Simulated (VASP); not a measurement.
# Sn (I4/mmm) in VASP: notebook, part 2 of 2

VASP 6.6.1. The steps go on from the part before.

### Step 3. Single point, HSE06

POSCAR reads:

```
Sn
1.0
   -1.9907091078      1.9907091078      1.7228482315
    1.9907091078     -1.9907091078      1.7228482315
    1.9907091078      1.9907091078     -1.7228482315
Sn
1
Direct
    0.0000000000      0.0000000000      0.0000000000
```

INCAR.step1 reads:

```
SYSTEM = Sn
  PREC = Accurate
  ENCUT = 520
  EDIFF = 1E-5
  ISMEAR = -1
  SIGMA = 0.05
  LREAL = .FALSE.
  LASPH = .TRUE.
  NELM = 60
  ALGO = Normal
  ISIF = 2
  LWAVE = .TRUE.
  NBANDS = 13
  GGA = PE
```

INCAR.step2 reads:

```
SYSTEM = Sn
  PREC = Accurate
  ENCUT = 520
  EDIFF = 1E-7
  ISMEAR = -1
  SIGMA = 0.05
  LREAL = .FALSE.
  LASPH = .TRUE.
  NELM = 60
  ALGO = Normal
  ISIF = 2
  LWAVE = .FALSE.
  LCHARG = .TRUE.
  GGA = PE
  LHFCALC = .TRUE.
  HFSCREEN = 0.2079
  PRECFOCK = Normal
  LELF = .TRUE.
  LVHAR = .TRUE.
  NBANDS = 13
  ISTART = 1
```

KPOINTS reads:

```
regular mesh
0
G
  5 5 5
  0 0 0
```

Potentials or basis: VASP PAW PBE potentials, release 64 (Sn_d).

Started as:

```bash
> cat potpaw_PBE.64/Sn_d/POTCAR > POTCAR
> cp INCAR.step1 INCAR
> mpirun -np 1 vasp_std > vasp.out
> cp INCAR.step2 INCAR
> mpirun -np 1 vasp_std > vasp.out
```

OUTCAR:

```text
SYSTEM = Sn
   PREC = Accurate
   ENCUT = 520
   EDIFF = 1E-7
   ISMEAR = -1
   LREAL = .FALSE.
   LASPH = .TRUE.
   NELM = 60
   ISIF = 2
   GGA = PE
   LHFCALC = .TRUE.
   HFSCREEN = 0.2079
   PRECFOCK = Normal
   ISTART = 1

 ion  position               nearest neighbor table
   1  0.000  0.000  0.000-

  LATTYP: Found a body centered tetragonal cell.
 ALAT       =     3.9814182156
 C/A-ratio  =     0.8654444915

  Lattice vectors:
[... 468 lines left out ...]
     10      11.9279      0.00000
     11      17.9322      0.00000
     12      25.5630      0.00000
     13      26.6701      0.00000

------------------------ aborting loop because EDIFF is reached ----------------------------------------

  FORCE on cell =-STRESS in cart. coord.  units (eV):
  Direction    XX          YY          ZZ          XY          YZ          ZX
  --------------------------------------------------------------------------------------
  -------------------------------------------------------------------------------------
  Total       -0.0055843     -0.0055843     -0.0063387      0.0000000     -0.0000000      0.0000000
  in kB       -0.3276096     -0.3276096     -0.3718695      0.0000000     -0.0000000      0.0000000
  external PRESSURE =      -0.3423629 kB  Pullay stress =       0.0000000 kB

 VOLUME and BASIS-vectors are now :
 -----------------------------------------------------------------------------
  energy-cutoff  :      520.00
  volume of cell :       27.31
      direct lattice vectors                 reciprocal lattice vectors
    -1.990709108  1.990709108  1.722848231     0.000000000  0.251166782  0.290217090
     1.990709108 -1.990709108  1.722848231     0.251166782  0.000000000  0.290217090
     1.990709108  1.990709108 -1.722848231     0.251166782  0.251166782  0.000000000

 POSITION                                       TOTAL-FORCE (eV/Angst)
 -----------------------------------------------------------------------------------
      0.00000      0.00000      0.00000         0.000000      0.000000      0.000000
 -----------------------------------------------------------------------------------
    total drift:                               -0.000000      0.000003     -0.000001

  FREE ENERGIE OF THE ION-ELECTRON SYSTEM (eV)
  ---------------------------------------------------
  free  energy   TOTEN  =        -4.2043411466 eV

  energy  without entropy=       -4.1840245808  energy(sigma->0) =       -4.19418286
```

Wall time 7.1 min (1 thread of Intel Xeon 6975P-C (Granite Rapids), shared host); peak memory 0.26 GiB.

Results:

```yaml
Free_energy: -4.2043 eV
Pressure: 0.0 GPa
Band_gap_on_the_k_mesh: zero (band 7 reaches 15.99 eV, above the bottom of band 8 at 6.66 eV)
```

Caveat: the k points lie up to 0.48 Å⁻¹ apart; the PAW data sets were made with another functional, which shifts forces and pressure a little; spin-orbit coupling is left out, which moves the levels of the heavy elements.

### Step 4. Relaxation of cell and atoms, PBE+D4

INCAR reads:

```
SYSTEM = Sn
PREC = Accurate
ENCUT = 600
EDIFF = 1E-6
ISMEAR = -1
SIGMA = 0.05
LREAL = .FALSE.
LASPH = .TRUE.
NELM = 100
ALGO = Normal
ISIF = 3
LWAVE = .FALSE.
LCHARG = .FALSE.
GGA = PE
IVDW = 13
IBRION = 2
NSW = 60
EDIFFG = -0.01
```

KPOINTS reads:

```
regular mesh
0
G
  10 10 10
  0 0 0
```

POSCAR reads:

```
Sn
1.0
   -2.0291894110      2.0291894110      1.6607599896
    2.0291894110     -2.0291894110      1.6607599896
    2.0291894110      2.0291894110     -1.6607599896
Sn
1
Direct
    0.0000000000      0.0000000000      0.0000000000
```

Started as:

```bash
> cat potpaw_PBE.64/Sn_d/POTCAR > POTCAR
> mpirun -np 1 vasp_std > vasp.out
```

Run time: 87 s. Hardware: 1 thread of Intel Xeon 6975P-C (Granite Rapids), shared host; peak memory 0.18 GiB.

The run converged. Its results:

```
Free energy                            : -4.2039 eV
Relaxed volume                         : 26.50 Å³/atom
Relaxed cell                           : a = 3.276 Å, b = 3.276 Å, c = 3.276 Å, α = 104.92°, β = 104.92°, γ = 119.01°
Space group after relaxing (to 0.05 Å) : I4/mmm (No. 139)
Energy gained by relaxing              : 5.3 meV/atom
Ionic steps                            : 6
Pressure after relaxing                : 0.0 GPa
Band gap on the k mesh                 : zero (band 7 reaches 15.50 eV, above the bottom of band 8 at 6.21 eV)
Dispersion energy per atom             : -0.432 eV
```

Step by step:
| step | energy change (eV) | largest force (eV/Å) | pressure (GPa) | volume (Å³) |
| --- | --- | --- | --- | --- |
| 1 | 0.0000 | 0.0000 | -1.41 | 27.35 |
| 2 | -0.0050 | 0.0000 | 0.18 | 26.41 |
| 3 | -0.0050 | 0.0000 | 0.16 | 26.43 |
| 4 | -0.0050 | 0.0000 | 0.12 | 26.45 |
| 5 | -0.0052 | 0.0000 | 0.01 | 26.49 |
| 6 | -0.0053 | 0.0000 | 0.00 | 26.50 |

Final structure:
```xyz
1
Lattice="-1.9963 1.9963 1.6626 1.9963 -1.9963 1.6626 1.9963 1.9963 -1.6626" Properties=species:S:1:pos:R:3 pbc="T T T"
Sn    0.0000    0.0000    0.0000
```

Levels at points of the mesh, in eV from the Fermi level:
```
           k point  band 5  band 6  band 7  band 8  band 9  band 10
(0.00, 0.00, 0.00)  -21.36  -11.25    7.15    7.15    9.53    10.64
(0.50, 0.00, 0.00)  -21.31   -5.82   -4.32    3.20    4.53     7.41
(0.50, 0.50, 0.00)  -21.32   -7.24   -4.81    5.74    7.81    10.38
(0.50, 0.50, 0.50)  -21.30   -3.11   -1.53   -1.53    2.29     3.10
```

Caveat: spin-orbit coupling is left out, which moves the levels of the heavy elements; pairwise dispersion overbinds metals, which lowers pressure and volume.

### Step 5. Overview

```tsv
task	level	cell	k mesh	cutoff (eV)	grid for exact exchange (PRECFOCK)	screening parameter	gap on the mesh (eV)	pressure (GPa)
single point	HSE06	a = 3.316 Å, angles 104.5, 104.5, 119.9°, 1 atom	5 × 5 × 5	520	Normal	0.2079 1/Å	none	0.4
single point	HSE06	a = 3.301 Å, angles 105.8, 105.8, 117.1°, 1 atom	5 × 5 × 5	520	Normal	0.2079 1/Å	none	0.0
relaxation of cell and atoms	PBE+D4	relaxed from a = 3.316 Å, angles 104.5, 104.5, 119.9°, 1 atom	10 × 10 × 10	600	-	-	none	0.0
```

Alike in all rows: potentials or basis VASP PAW PBE potentials, release 64 (Sn_d); no spin polarisation; smearing fermi-dirac 0.05 eV.

Caveats: some runs use coarse meshes; spin-orbit coupling is left out, which moves the levels of the heavy elements; the PAW data sets were made with another functional, which shifts forces and pressure a little (some runs); pairwise dispersion overbinds metals, which lowers pressure and volume (some runs).

Absolute energies hang on the potentials; compare differences alone.
